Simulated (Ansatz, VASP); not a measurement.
## BN in VASP and in Ansatz

Contents of POSCAR:

```
BN
1.0
    2.5080409200      0.0000000000      0.0000000000
   -1.2467107600      2.1762310400      0.0000000000
   -0.6306650800     -1.0881155200      3.0225400000
B N
1 1
Direct
    0.9796430000      0.9834990000      0.0018060000
    0.6685060000      0.3323850000      0.9849990000
```

Contents of INCAR.step1:

```
PREC = Accurate
ENCUT = 520
EDIFF = 1E-5
ISMEAR = 0
SIGMA = 0.01
LREAL = False
LASPH = True
NELM = 120
ALGO = Normal
ISIF = 2
LWAVE = True
LCHARG = False
NBANDS = 11
GGA = PE
GGA_COMPAT = False
```

Contents of INCAR.step2:

```
PREC = Accurate
ENCUT = 520
EDIFF = 1E-6
ISMEAR = 0
SIGMA = 0.01
LREAL = False
LASPH = True
NELM = 120
ALGO = Normal
ISIF = 2
LWAVE = False
LCHARG = False
GGA = B3
LHFCALC = True
AEXX = 0.2
AGGAX = 0.72
AGGAC = 0.81
ALDAC = 0.19
PRECFOCK = Normal
NBANDS = 11
ISTART = 1
GGA_COMPAT = False
```

KPOINTS

```
Automatic mesh
0
Gamma
  6 6 4
```

Input for Ansatz:

```yaml
crystal:
  lattice:
    - [2.50804092, 0.0, 0.0]
    - [-1.24671076, 2.17623104, 0.0]
    - [-0.63066508, -1.08811552, 3.02254]
  atoms:
    - { symbol: B, position: [0.979643, 0.983499, 0.001806] }
    - { symbol: "N", position: [0.668506, 0.332385, 0.984999] }
basis:
  ecutwfc: 550.0
kpoints:
  mp_grid:
    grid: [6, 6, 4]
hamiltonian:
  xc: b3lyp
scf:
  occupations:
    method: fixed
output:
  eigenvalues: true
```

Alike in both runs: task single point; functional B3LYP; k mesh 6 × 6 × 4; no spin polarisation.

```csv
,VASP,Ansatz
version,VASP 6.6.1,Ansatz 0.2.0
potentials or method,"VASP PAW PBE potentials, release 64 (B, N), cutoff 520 eV","plane waves, PAW"
occupations,"gaussian, width 0.01 eV",fixed
valence electrons in the cell,8,8
```

|  | VASP | Ansatz | Ansatz less VASP |
| --- | --- | --- | --- |
| gap on the k mesh at the Fermi level (eV) | 4.66 | 4.65 | -0.016 |

VASP's potentials were made for PBE, not for B3LYP.

The k mesh is coarse, so the values compare programs but aren't converged.
